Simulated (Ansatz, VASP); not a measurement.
**Al in VASP and in Ansatz**

```
Al
1.0
     0.00000    1.94034    1.94034
     1.94034    0.00000    1.94034
     1.94034    1.94034    0.00000
Al
1
Cartesian
  0.0000 0.0000 0.0000
```

Alike in both runs: functional revpbe exchange, lda correlation; k mesh 11 × 11 × 11; occupations gaussian, width 0.001 eV; collinear spin.

|  | VASP | Ansatz |
| --- | --- | --- |
| version | VASP 6.6.1 | Ansatz 0.2.0 |
| potentials or method | VASP PAW PBE potentials, release 64 (Al), cutoff 500 eV | all-electron LAPW, scalar-relativistic |
| task | single point | density of states |

Ansatz gave:

- gap on the k mesh at the Fermi level (eV): none
- pressure (GPa): 17.5
- net moment per atom (μB): 0.06
- size of the moment on the site where the two differ most (μB): 0.05

Problem. Estimate VASP's values.

Solution. gap on the k mesh at the Fermi level (eV): none; pressure (GPa): 17.4; net moment per atom (μB): 0.01; size of the moment on the site where the two differ most (μB): 0.00.

VASP's potentials were made for PBE, not for revpbe exchange, lda correlation. Site moments also hang on the region over which each program counts them. A gap of «none» marks a metal or a gap that the smearing closes. Ansatz ran all-electron here, and VASP with PAW potentials.
